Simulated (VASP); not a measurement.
# BN (Cmc2_1) in VASP: notebook

Runs on BN. Level: LDA. Tasks: single point.

Everything below comes from runs of VASP 6.6.1. Logs are shortened: lines on timing, memory, paths and dates and some standing lists are left out, and cuts for length are marked.

### 1 The cell of the first run

Symmetry: Cmc2_1, No. 36, orthorhombic system. Conventional cell: a = 2.465 Å, b = 4.371 Å, c = 4.175 Å, α = 90.00°, β = 90.00°, γ = 90.00°. B (site symmetry m) has 4 N at 1.52 to 1.56 Å within 2.0 Å. N (site symmetry m) has 4 B at 1.52 to 1.56 Å within 2.0 Å.

### 2 Single point, LDA (mode 4 frozen in at +0.000 Å, normal strain along x -0.0233)

INCAR reads:

```
SYSTEM = BN
ALGO = Normal
EDIFF = 1E-6
ENCUT = 600
GGA_COMPAT = .False.
ISIF = 2
ISMEAR = 0
LASPH = .True.
LCHARG = .True.
LELF = .True.
LREAL = .False.
LVHAR = .True.
LWAVE = .False.
NBANDS = 16
NELM = 120
PREC = Accurate
SIGMA = 0.05
```

KPOINTS reads:

```
k-points
0
Gamma
  12 12 6
  0 0 0
```

POSCAR reads:

```
BN
1.0
    2.4645338988      0.0000000000      0.0000000000
   -1.2322669494      2.1852656546      0.0000000000
    0.0000000000      0.0000000000      4.1752150364
B N
2 2
Direct
    0.6666666667      0.3333333333      0.9997087310
    0.3333333333      0.6666666667      0.4997087310
    0.6666666667      0.3333333333      0.6252912690
    0.3333333333      0.6666666667      0.1252912690
```

Potentials or basis: VASP PAW LDA potentials, release 64 (B, N).

Started as:

```console
cat potpaw_LDA.64/B/POTCAR potpaw_LDA.64/N/POTCAR > POTCAR
mpirun -np 1 vasp_std > vasp.out
```

OUTCAR:

```text
SYSTEM = BN
   EDIFF = 1E-6
   ENCUT = 600
   ISIF = 2
   ISMEAR = 0
   LASPH = .True.
   LREAL = .False.
   NELM = 120
   PREC = Accurate

 ion  position               nearest neighbor table
   1  0.667  0.333  1.000-   4 1.52   4 1.52   4 1.55   3 1.56
   2  0.333  0.667  0.500-   3 1.52   3 1.52   3 1.55   4 1.56
   3  0.667  0.333  0.625-   2 1.52   2 1.52   2 1.55   1 1.56
   4  0.333  0.667  0.125-   1 1.52   1 1.52   1 1.55   2 1.56

  LATTYP: Found a base centered orthorhombic cell.
 ALAT       =     2.4645338988
 B/A-ratio  =     1.7733703364
 C/A-ratio  =     1.6941195406

  Lattice vectors:

 A1 = (   1.2322669494,  -2.1852656546,   0.0000000000)
 A2 = (   1.2322669494,   2.1852656546,   0.0000000000)
 A3 = (   0.0000000000,   0.0000000000,   4.1752150364)

Analysis of symmetry for initial positions (statically):
=====================================================================
 Subroutine PRICEL returns:
 Original cell was already a primitive cell.

 Routine SETGRP: Setting up the symmetry group for a
 base centered orthorhombic supercell.

 Subroutine GETGRP returns: Found  4 space group operations
 (whereof  2 operations were pure point group operations)
 out of a pool of  8 trial point group operations.

The static configuration has the point symmetry C_1h.
 The point group associated with its full space group is C_2v.

Analysis of symmetry for dynamics (positions and initial velocities):
=====================================================================
 Subroutine PRICEL returns:
 Original cell was already a primitive cell.

 Routine SETGRP: Setting up the symmetry group for a
 base centered orthorhombic supercell.

 Subroutine GETGRP returns: Found  4 space group operations
 (whereof  2 operations were pure point group operations)
 out of a pool of  8 trial point group operations.

The dynamic configuration has the point symmetry C_1h.
 The point group associated with its full space group is C_2v.

 Subroutine INISYM returns: Found  4 space group operations
 (whereof  2 operations are pure point group operations),
 and found     1 'primitive' translations

----------------------------------------------------------------------------------------

                                     Primitive cell

  volume of cell :      22.4863

  direct lattice vectors                    reciprocal lattice vectors
     2.464533899  0.000000000  0.000000000     0.405756237  0.228805134  0.000000000
    -1.232266949  2.185265655  0.000000000     0.000000000  0.457610267  0.000000000
     0.000000000  0.000000000  4.175215036     0.000000000  0.000000000  0.239508622

  length of vectors
     2.464533899  2.508758222  4.175215036     0.465821761  0.457610267  0.239508622

  position of ions in fractional coordinates (direct lattice)
     0.666666667  0.333333333  0.999708731
     0.333333333  0.666666667  0.499708731
     0.666666667  0.333333333  0.625291269
     0.333333333  0.666666667  0.125291269

  ion indices of the primitive-cell ions
   primitive index   ion index
                 1           1
                 2           2
                 3           3
                 4           4

----------------------------------------------------------------------------------------

 KPOINTS: k-points

Automatic generation of k-mesh.
 Grid dimensions read from file:
 generate k-points for:   12   12    6

 Generating k-lattice:

  Cartesian coordinates                     Fractional coordinates (reciprocal lattice)
     0.033813020  0.019067094  0.000000000     0.083333333  0.000000000  0.000000000
     0.000000000  0.038134189  0.000000000     0.000000000  0.083333333  0.000000000
     0.000000000  0.000000000  0.039918104     0.000000000  0.000000000  0.166666667

  Length of vectors
     0.038818480  0.038134189  0.039918104

  Shift w.r.t. Gamma in fractional coordinates (k-lattice)
     0.000000000  0.000000000  0.000000000

 Subroutine IBZKPT returns following result:
 ===========================================

 Found    172 irreducible k-points:

 Following reciprocal coordinates:
            Coordinates               Weight
  0.000000  0.000000  0.000000      1.000000
  0.083333  0.000000  0.000000      4.000000
  0.166667  0.000000  0.000000      4.000000
  0.250000  0.000000  0.000000      4.000000
  0.333333  0.000000  0.000000      4.000000
  0.416667  0.000000  0.000000      4.000000
[... 16 lines left out ...]
  0.333333  0.166667  0.000000      4.000000
  0.416667  0.166667  0.000000      4.000000
 [... further k-points ...]
   k-points           NKPTS =    172   k-points in BZ     NKDIM =    172   number of bands    NBANDS=     16
   number of dos      NEDOS =    301   number of ions     NIONS =      4
   total plane-waves  NPLWV =  14400
   dimension x,y,z NGX =    20 NGY =   20 NGZ =   36
   dimension x,y,z NGXF=    40 NGYF=   40 NGZF=   72
   ions per type =               2   2
   NGX,Y,Z   is equivalent  to a cutoff of  13.49, 13.25, 14.33 a.u.
   NGXF,Y,Z  is equivalent  to a cutoff of  26.98, 26.51, 28.67 a.u.
 SYSTEM =  BN
   PREC   = accura    normal or accurate (medium, high low for compatibility)
   ISTART =      0    job   : 0-new  1-cont  2-samecut
   ICHARG =      2    charge: 1-file 2-atom 10-const
   ISPIN  =      1    spin polarized calculation?
   LNONCOLLINEAR =      F non collinear calculations
   LSORBIT =      F    spin-orbit coupling
   LASPH  =      T    aspherical Exc in radial PAW
   ENCUT  =  600.0 eV  44.10 Ry    6.64 a.u.   4.92  5.01  8.34*2*pi/ulx,y,z
   NELM   =    120;   NELMIN=  2; NELMDL= -5     # of ELM steps
   EDIFF  = 0.1E-05   stopping-criterion for ELM
   LREAL  =      F    real-space projection
   EDIFFG = 0.1E-04   stopping-criterion for IOM
   NSW    =      0    number of steps for IOM
   IBRION =     -1    ionic relax: 0-MD 1-quasi-New 2-CG
   NFREE  =      0    steps in history (QN), initial steepest desc. (CG)
   ISIF   =      2    stress and relaxation
   ISYM   =      2    0-nonsym 1-usesym 2-fastsym
   POTIM  = 0.5000    time-step for ionic-motion
   TEBEG  =    0.0;   TEEND  =   0.0 temperature during run
   PSTRESS=    0.0 pullay stress
   NELECT =      16.0000    total number of electrons
   NUPDOWN=      -1.0000    fix difference up-down
   EMIN   =  10.00;   EMAX   =-10.00  energy-range for DOS
   EFERMI =   0.00;   METHOD = LEGACY
   ISMEAR =     0;   SIGMA  =   0.05  broadening in eV -4-tet -1-fermi 0-gaus
   EFERMI_NEDOS =   21; number of points for ismear=-14 and -15
   IALGO  =     38    algorithm
   IMIX   =      4    mixing-type and parameters
     AMIX     =   0.40;   BMIX     =  1.00
     AMIX_MAG =   1.60;   BMIX_MAG =  1.00
  volume/ion in A,a.u.               =       5.62        37.94
  Fermi-wavevector in a.u.,A,eV,Ry     =   1.461534  2.761898 29.063147  2.136081
  Thomas-Fermi vector in A             =   2.577854
   LORBIT       =      0    0 simple, 1 ext, 2 COOP (PROOUT), +10 PAW based schemes
   GGA     = CA    functional components
   LHFCALC =     F    Hartree Fock is set to
   AEXX    =    0.0000 exact exchange contribution
   IVDW    =     0    specifies the selected vdW correction
   LEPSILON=     F    determine dielectric tensor
   LRPA    =     F    only Hartree local field effects (RPA)
 non-spin polarized calculation
 Gauss-broadening in eV      SIGMA  =   0.05
  energy-cutoff  :      600.00
  volume of cell :       22.49
 maximum number of plane-waves:       768
   NGX =  9   NGY =  9   NGZ = 17

 number of electron      16.0000000 magnetization

 Free energy of the ion-electron system (eV)
  ---------------------------------------------------
  ext. energy  EPLUGINS =         0.00000000
  ---------------------------------------------------
  free energy    TOTEN  =       -38.71515832 eV

  energy without entropy =      -38.71515832  energy(sigma->0) =      -38.71515832

 E-fermi :   8.5444     XC(G=0): -13.3363

 val. band max:        8.2883401543   @ k =   0.0000   0.0000   0.0000
 cond. band min:      13.0259093445   @ k =   0.3333   0.3333   0.0000
 fundamental gap:      4.7375691902
 Fermi energy:         8.5443736225

 k-point     1 :       0.0000    0.0000    0.0000
  band No.  band energies     occupation
      1     -12.6413      2.00000
      2      -8.3017      2.00000
      3      -3.2691      2.00000
      4       5.9558      2.00000
      5       6.1486      2.00000
      6       7.8537      2.00000
[... 8 lines left out ...]
     15      20.5806      0.00000
     16      24.6593      0.00000

 k-point     2 :       0.0833    0.0000    0.0000
  band No.  band energies     occupation
      1     -12.4801      2.00000
      2      -8.1738      2.00000
      3      -3.1104      2.00000
      4       5.3895      2.00000
      5       5.6993      2.00000
      6       7.6593      2.00000
[... 8 lines left out ...]
     15      21.0187      0.00000
     16      24.4271      0.00000

 k-point     3 :       0.1667    0.0000    0.0000
  band No.  band energies     occupation
      1     -12.0007      2.00000
      2      -7.8053      2.00000
      3      -2.6399      2.00000
      4       3.6908      2.00000
      5       4.9540      2.00000
      6       6.2168      2.00000
[... 8 lines left out ...]
     15      22.2597      0.00000
     16      23.7981      0.00000

 k-point     4 :       0.2500    0.0000    0.0000
  band No.  band energies     occupation
      1     -11.2185      2.00000
      2      -7.2562      2.00000
      3      -1.8806      2.00000
      4       1.6256      2.00000
      5       4.1413      2.00000
      6       4.3817      2.00000
[... 8 lines left out ...]
     15      23.5468      0.00000
     16      24.3621      0.00000
[... 324 lines left out ...]
 k-point    22 :       0.2500    0.1667    0.0000
  band No.  band energies     occupation
      1      -9.7955      2.00000
      2      -6.5185      2.00000
      3      -0.5291      2.00000
      4       0.1438      2.00000
      5       1.0867      2.00000
      6       3.2390      2.00000
[... 8 lines left out ...]
     15      23.8264      0.00000
     16      24.9277      0.00000

 k-point    23 :       0.3333    0.1667    0.0000
  band No.  band energies     occupation
      1      -8.6263      2.00000
      2      -6.3948      2.00000
      3      -1.0876      2.00000
      4       0.5062      2.00000
      5       0.7470      2.00000
      6       1.9742      2.00000
[... 8 lines left out ...]
     15      24.6784      0.00000
     16      25.2783      0.00000

 k-point    24 :       0.4167    0.1667    0.0000
  band No.  band energies     occupation
      1      -7.7672      2.00000
      2      -6.7466      2.00000
      3      -1.4287      2.00000
      4       0.3713      2.00000
      5       1.3061      2.00000
      6       1.5514      2.00000
[... 8 lines left out ...]
     15      24.5416      0.00000
     16      25.8559      0.00000

 [... further k-points ...]

------------------------ aborting loop because EDIFF is reached ----------------------------------------

  FORCE on cell =-STRESS in cart. coord.  units (eV):
  Direction    XX          YY          ZZ          XY          YZ          ZX
  --------------------------------------------------------------------------------------
  -------------------------------------------------------------------------------------
  Total        3.6710842      0.5700280      0.3164825      0.0000000      0.0000000      0.0000000
  in kB      261.5694643     40.6152294     22.5497813      0.0000000      0.0000000      0.0000000
  external PRESSURE =     108.2448250 kB  Pullay stress =       0.0000000 kB

 VOLUME and BASIS-vectors are now :
 -----------------------------------------------------------------------------
  energy-cutoff  :      600.00
  volume of cell :       22.49
      direct lattice vectors                 reciprocal lattice vectors
     2.464533899  0.000000000  0.000000000     0.405756237  0.228805134  0.000000000
    -1.232266949  2.185265655  0.000000000     0.000000000  0.457610267  0.000000000
     0.000000000  0.000000000  4.175215036     0.000000000  0.000000000  0.239508622

 POSITION                                       TOTAL-FORCE (eV/Angst)
 -----------------------------------------------------------------------------------
      1.23227      0.72842      4.17400         0.000000     -0.099579     -0.064599
     -0.00000      1.45684      2.08639         0.000000      0.099579     -0.064599
      1.23227      0.72842      2.61073         0.000000     -0.148197      0.064599
     -0.00000      1.45684      0.52312         0.000000      0.148197      0.064599
 -----------------------------------------------------------------------------------
    total drift:                                0.000000      0.000000      0.000744

  FREE ENERGIE OF THE ION-ELECTRON SYSTEM (eV)
  ---------------------------------------------------
  free  energy   TOTEN  =       -38.7151583203 eV

  energy  without entropy=      -38.7151583203  energy(sigma->0) =      -38.71515832
```

Wall time 23 s (1 thread of Intel Xeon 6975P-C (Granite Rapids), shared host); peak memory 0.17 GiB.

Results:

* Free energy: -38.7152 eV
* Pressure: 10.8 GPa
* Largest force: 0.162 eV/Å
* Band gap on the k mesh: 4.74 eV, indirect (least direct gap 8.17 eV)

Forces in eV/Å, atoms in the order of the input:
```
B    0.000 -0.100 -0.065
B    0.000  0.100 -0.065
N    0.000 -0.148  0.065
N    0.000  0.148  0.065
```

Caveat: the cell differs from its parent crystal (mode 4 frozen in at +0.000 Å, normal strain along x -0.0233). A k mesh can miss the band edges.

### 3 Single point, LDA (mode 4 frozen in at +0.000 Å, normal strain along x +0.0233)

INCAR reads:

```
SYSTEM = BN
ALGO     = Normal         ! electronic algorithm
EDIFF    = 1E-6           ! SCF threshold, eV
ENCUT    = 600            ! plane-wave cutoff, eV
GGA      = CA             ! functional
GGA_COMPAT= .False.      
ISIF     = 2              ! what is computed and relaxed
ISMEAR   = 0              ! smearing method
LASPH    = .True.         ! aspherical terms in the spheres
LCHARG   = .True.         ! write CHGCAR
LELF     = .True.         ! ELF
LREAL    = .False.        ! projectors in reciprocal space
LVHAR    = .True.       
LWAVE    = .False.        ! write WAVECAR
NBANDS   = 16             ! bands
NELM     = 120            ! most SCF steps
PREC     = Accurate       ! precision mode
SIGMA    = 0.05           ! smearing width, eV
```

KPOINTS is that of step 2.

POSCAR: that of step 2 with these lines changed.

```diff
@@ -2,4 +2,4 @@
 1.0
-    2.4645338988      0.0000000000      0.0000000000
-   -1.2322669494      2.1852656546      0.0000000000
+    2.5821209570      0.0000000000      0.0000000000
+   -1.2910604785      2.1852656546      0.0000000000
     0.0000000000      0.0000000000      4.1752150364
```

Potentials or basis: VASP PAW LDA potentials, release 64 (B, N).

Started as:

```console
cat potpaw_LDA.64/B/POTCAR potpaw_LDA.64/N/POTCAR > POTCAR
mpirun -np 1 vasp_std > vasp.out
```

OUTCAR:

```text
SYSTEM = BN
   EDIFF = 1E-6
   ENCUT = 600
   GGA = CA
   ISIF = 2
   ISMEAR = 0
   LASPH = .True.
   LREAL = .False.
   NELM = 120
   PREC = Accurate

 ion  position               nearest neighbor table
   1  0.667  0.333  1.000-   4 1.55   3 1.56   4 1.57   4 1.57
   2  0.333  0.667  0.500-   3 1.55   4 1.56   3 1.57   3 1.57
   3  0.667  0.333  0.625-   2 1.55   1 1.56   2 1.57   2 1.57
   4  0.333  0.667  0.125-   1 1.55   2 1.56   1 1.57   1 1.57

[... 660 lines left out ...]
  FORCE on cell =-STRESS in cart. coord.  units (eV):
  Direction    XX          YY          ZZ          XY          YZ          ZX
  --------------------------------------------------------------------------------------
  -------------------------------------------------------------------------------------
  Total       -3.0957645     -0.3399116     -0.1130437      0.0000000      0.0000000      0.0000000
  in kB     -210.5323434    -23.1162249     -7.6877163      0.0000000      0.0000000      0.0000000
  external PRESSURE =     -80.4454282 kB  Pullay stress =       0.0000000 kB

 VOLUME and BASIS-vectors are now :
 -----------------------------------------------------------------------------
  energy-cutoff  :      600.00
  volume of cell :       23.56
      direct lattice vectors                 reciprocal lattice vectors
     2.582120957  0.000000000  0.000000000     0.387278527  0.228805134  0.000000000
    -1.291060478  2.185265655  0.000000000     0.000000000  0.457610267  0.000000000
     0.000000000  0.000000000  4.175215036     0.000000000  0.000000000  0.239508622

 POSITION                                       TOTAL-FORCE (eV/Angst)
 -----------------------------------------------------------------------------------
      1.29106      0.72842      4.17400        -0.000000      0.056748      0.026386
     -0.00000      1.45684      2.08639         0.000000     -0.056748      0.026386
      1.29106      0.72842      2.61073         0.000000      0.108380     -0.026386
     -0.00000      1.45684      0.52312        -0.000000     -0.108380     -0.026386
 -----------------------------------------------------------------------------------
    total drift:                               -0.000000     -0.000000      0.000304

  FREE ENERGIE OF THE ION-ELECTRON SYSTEM (eV)
  ---------------------------------------------------
  free  energy   TOTEN  =       -38.7268718972 eV

  energy  without entropy=      -38.7268718972  energy(sigma->0) =      -38.72687190
```

OSZICAR:

```text
N       E                     dE             d eps       ncg     rms          rms(c)
DAV:   1     0.422959212533E+02    0.42296E+02   -0.91668E+03  5504   0.109E+03
DAV:   2    -0.385610292138E+02   -0.80857E+02   -0.75200E+02  7856   0.233E+02
DAV:   3    -0.410118661250E+02   -0.24508E+01   -0.24436E+01  6392   0.368E+01
DAV:   4    -0.410173379094E+02   -0.54718E-02   -0.54712E-02  6664   0.212E+00
DAV:   5    -0.410173522578E+02   -0.14348E-04   -0.14348E-04  6160   0.981E-02    0.922E+00
DAV:   6    -0.390013978651E+02    0.20160E+01   -0.25187E+00  6728   0.141E+01    0.420E+00
DAV:   7    -0.387914765996E+02    0.20992E+00   -0.27126E-01  7032   0.411E+00    0.255E+00
DAV:   8    -0.387284554211E+02    0.63021E-01   -0.80349E-02  6808   0.205E+00    0.259E-01
DAV:   9    -0.387269160227E+02    0.15394E-02   -0.25972E-03  6176   0.506E-01    0.140E-01
DAV:  10    -0.387268729466E+02    0.43076E-04   -0.16698E-04  7056   0.111E-01    0.169E-02
DAV:  11    -0.387268721621E+02    0.78445E-06   -0.14255E-05  6568   0.329E-02    0.116E-02
DAV:  12    -0.387268718972E+02    0.26494E-06   -0.15090E-06  3520   0.112E-02
   1 F= -.38726872E+02 E0= -.38726872E+02  d E =-.103224E-18
```

stdout:

```text
POSCAR found type information on POSCAR B N
 POSCAR found :  2 types and       4 ions
 scaLAPACK will be used
 LDA part: xc-table for (Slater(with rela. corr.)+CA(PZ))
 , standard interpolation
 POSCAR, INCAR and KPOINTS ok, starting setup
 FFT: planning ... GRIDC
 FFT: planning ... GRID_SOFT
 FFT: planning ... GRID
 WAVECAR not read
 entering main loop
```

It took 21 s on 1 thread of Intel Xeon 6975P-C (Granite Rapids), shared host; peak memory 0.17 GiB.

What came out:

* Free energy: -38.7269 eV
* Pressure: -8.0 GPa
* Largest force: 0.112 eV/Å
* Band gap on the k mesh: 4.92 eV, indirect (least direct gap 7.89 eV)

Forces on the atoms (eV/Å):
```
B    0.000  0.057  0.026
B    0.000 -0.057  0.026
N    0.000  0.108 -0.026
N    0.000 -0.108 -0.026
```

Stress tensor (GPa, compression positive):
```
-21.05   0.00   0.00
  0.00  -2.31   0.00
  0.00   0.00  -0.77
```

Levels at points of the mesh, in eV from the valence-band top:
```csv
k point,band 6,band 7,band 8,band 9,band 10,band 11
"(0.00, 0.00, 0.00)",-0.31,-0.12,0.00,7.89,8.14,8.80
"(0.50, 0.00, 0.00)",-5.03,-4.55,-2.04,6.66,7.86,10.45
"(0.00, 0.50, 0.00)",-5.39,-4.57,-2.34,6.03,7.76,10.10
"(0.00, 0.00, 0.50)",-1.37,-1.23,-1.23,9.12,9.12,9.47
"(0.50, 0.00, 0.50)",-3.79,-3.59,-3.59,6.56,6.56,10.04
"(0.00, 0.50, 0.50)",-4.11,-3.55,-3.55,6.25,6.25,9.92
```

Caveat: the cell differs from its parent crystal (mode 4 frozen in at +0.000 Å, normal strain along x +0.0233). A k mesh can miss the band edges.
